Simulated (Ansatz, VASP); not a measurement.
# One calculation of Mg, two programs

The input INCAR:

```
PREC = Accurate
ENCUT = 600
EDIFF = 1E-6
ISMEAR = 0
SIGMA = 0.1
LREAL = F
LASPH = T
NELM = 120
ALGO = Normal
ISIF = 2
LWAVE = F
LCHARG = T
GGA = PE
LELF = T
LVHAR = T
NBANDS = 10
GGA_COMPAT = F
```

The input KPOINTS:

```
Automatic mesh
0
Gamma
  6 6 6
```

The input POSCAR:

```
Mg
1.0
    0.0000000000      3.1773615200      3.1773615200
    3.1773615200      0.0000000000      3.1773615200
    3.1773615200      3.1773615200      0.0000000000
Mg
3
Direct
    0.2500000000      0.2500000000      0.2500000000
    0.7500000000      0.7500000000      0.7500000000
    0.5000000000      0.5000000000      0.5000000000
```

Input for Ansatz:

```yaml
crystal:
  lattice:
    - [0.0, 3.17736152, 3.17736152]
    - [3.17736152, 0.0, 3.17736152]
    - [3.17736152, 3.17736152, 0.0]
  atoms:
    - { symbol: Mg, position: [0.25, 0.25, 0.25] }
    - { symbol: Mg, position: [0.75, 0.75, 0.75] }
    - { symbol: Mg, position: [0.5, 0.5, 0.5] }
basis:
  ecutwfc: 420
kpoints:
  mp_grid: { grid: [6, 6, 6] }
hamiltonian:
  xc: pbe
scf:
  occupations: { method: gaussian, width: 0.1 }
  lower_state_search: "off"
output:
  forces: true
  stress: true
  eigenvalues: true
```

Alike in both runs: task single point; functional PBE; k mesh 6 × 6 × 6; occupations gaussian, width 0.1 eV; no spin polarisation.

|  | VASP | Ansatz |
| --- | --- | --- |
| version | VASP 6.6.1 | Ansatz 0.2.0 |
| potentials or method | VASP PAW PBE potentials, release 64 (Mg), cutoff 600 eV | scalar-relativistic, plane waves, PAW |
| valence electrons in the cell | 6 | 30 |

|  | VASP | Ansatz | Ansatz less VASP |
| --- | --- | --- | --- |
| gap on the k mesh at the Fermi level (eV) | none | none | - |
| pressure (GPa) | 11.7 | 11.7 | -0.02 |

A gap of «none» marks a metal or a gap that the smearing closes. VASP's potentials hold 6 valence electrons a cell and Ansatz's 30, so a difference there can come from the potentials and not from the codes.
